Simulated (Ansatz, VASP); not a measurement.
**Si: VASP beside Ansatz**

```
Si
1.0
     3.83213    0.00000    0.00000
    -1.91606    3.31872    0.00000
     0.00000    0.00000    6.34122
Si
4
Cartesian
  0.0000 2.2125 0.0036
  1.9161 1.1062 3.1742
  0.0000 2.2125 2.3744
  1.9161 1.1062 5.5450
```

Alike in both runs: task single point; functional HSE06; k mesh 6 × 6 × 2; no spin polarisation.

|  | VASP | Ansatz |
| --- | --- | --- |
| version | VASP 6.6.1 | Ansatz 0.2.0 |
| potentials or method | VASP PAW PBE potentials, release 64 (Si) | plane waves, PAW |
| plane-wave cutoff (eV) | 520 | 420 |
| occupations | gaussian, width 0.01 eV | fixed |
| valence electrons in the cell | 16 | 16 |

Ansatz gave:

- gap on the k mesh at the Fermi level (eV): 0.97
- pressure (GPa): -0.2
- traceless stress, the component that is largest in VASP (GPa): -0.24
- rms of the force components (eV/Å): 0.026

Task: What did VASP give for the same quantities?

Result: gap on the k mesh at the Fermi level (eV): 0.99; pressure (GPa): -0.5; traceless stress, the component that is largest in VASP (GPa): -0.27; rms of the force components (eV/Å): 0.028.

Atom by atom the forces differ by 0.001 eV/Å (rms over components). Ansatz's warnings: stress exchange threshold loose, stress scf threshold loose.

The k mesh is coarse, so the values compare programs but aren't converged.
